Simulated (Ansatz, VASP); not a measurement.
One calculation of Cs4Sn, two programs

File INCAR:

```
PREC = Accurate
ENCUT = 520
EDIFF = 1E-7
ISMEAR = 0
SIGMA = 0.1
LREAL = False
LASPH = True
NELM = 80
ALGO = Normal
ISIF = 2
LWAVE = False
LCHARG = False
GGA = PE
NBANDS = 33
```

File KPOINTS:

```
Automatic mesh
0
Gamma
  4 4 4
```

File POSCAR:

```
Cs4Sn
1.0
    6.2340475500      0.0000000000      0.0000000000
    0.0000000000      6.2340475500      0.0000000000
    0.0000000000      0.0000000000      6.2340475500
Cs Sn
4 1
Direct
    0.0000000000      0.0000000000      0.0000000000
    0.5000000000      0.5000000000      0.0000000000
    0.5000000000      0.0000000000      0.5000000000
    0.0000000000      0.5000000000      0.5000000000
    0.5000000000      0.5000000000      0.5000000000
```

Input for Ansatz:

```yaml
crystal:
  lattice:
    - [6.23404755, 0.0, 0.0]
    - [0.0, 6.23404755, 0.0]
    - [0.0, 0.0, 6.23404755]
  atoms:
    - { symbol: Cs, position: [0.0, 0.0, 0.0] }
    - { symbol: Cs, position: [0.5, 0.5, 0.0] }
    - { symbol: Cs, position: [0.5, 0.0, 0.5] }
    - { symbol: Cs, position: [0.0, 0.5, 0.5] }
    - { symbol: Sn, position: [0.5, 0.5, 0.5] }
basis:
  ecutwfc: 420
kpoints:
  mp_grid: { grid: [4, 4, 4] }
hamiltonian:
  xc: pbe
scf:
  occupations: { method: gaussian, width: 0.1 }
  lower_state_search: "off"
output:
  forces: true
  stress: true
  eigenvalues: true
```

Change from the starting cell: species swapped into the Mn4N type (Pm-3m, No. 221).

Alike in both runs: task single point; functional PBE; k mesh 4 × 4 × 4; occupations gaussian, width 0.1 eV; no spin polarisation.

```csv
,VASP,Ansatz
version,VASP 6.6.1,Ansatz 0.2.0
potentials or method,"VASP PAW PBE potentials, release 64 (Cs_sv, Sn_d), cutoff 520 eV","scalar-relativistic, plane waves, PAW"
valence electrons in the cell,50,50
```

```csv
,VASP,Ansatz,Ansatz less VASP
gap on the k mesh at the Fermi level (eV),none,none,-
pressure (GPa),8.8,8.8,-0.06
```

A gap of «none» marks a metal or a gap that the smearing closes.

Spin-orbit coupling is off throughout.
